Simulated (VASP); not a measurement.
TiTe2:

```
Te Ti
1.0
     3.69990    0.00000    0.00000
    -1.84995    3.20420    0.00000
     0.00000    0.00000    6.36535
Te Ti
2 1
Direct
  0.33333 0.66667 0.73720
  0.66667 0.33333 0.26280
  0.00000 0.00000 0.00000
```

Base run:

* Program: VASP 6.6.1
* Functional: PBE
* Potentials or basis: VASP PAW PBE potentials, release 64 (Te, Ti_sv)
* Cutoff: 520 eV
* k mesh: 8 × 8 × 4
* Occupations: fermi-dirac, width 0.05 eV
* Spin: no spin polarisation

Its results: band gap on the k mesh zero (band 12 reaches 7.98 eV, above the bottom of band 13 at 7.21 eV); pressure 5.5 GPa; largest force 0.588 eV/Å.

**Question.** The run is repeated on the same cell with these changes: functional from PBE to r2SCAN. What comes out?

**Answer.** Band gap on the k mesh zero (band 12 reaches 8.01 eV, above the bottom of band 13 at 7.27 eV); pressure 5.9 GPa; largest force 0.383 eV/Å.

Caveats: spin-orbit coupling is left out, which moves the levels of the heavy elements; this functional lacks dispersion, which binds the layers, so the pressure and a relaxed spacing across them are unreliable (some runs); the PAW data sets were made with another functional, which shifts forces and pressure a little (some runs).
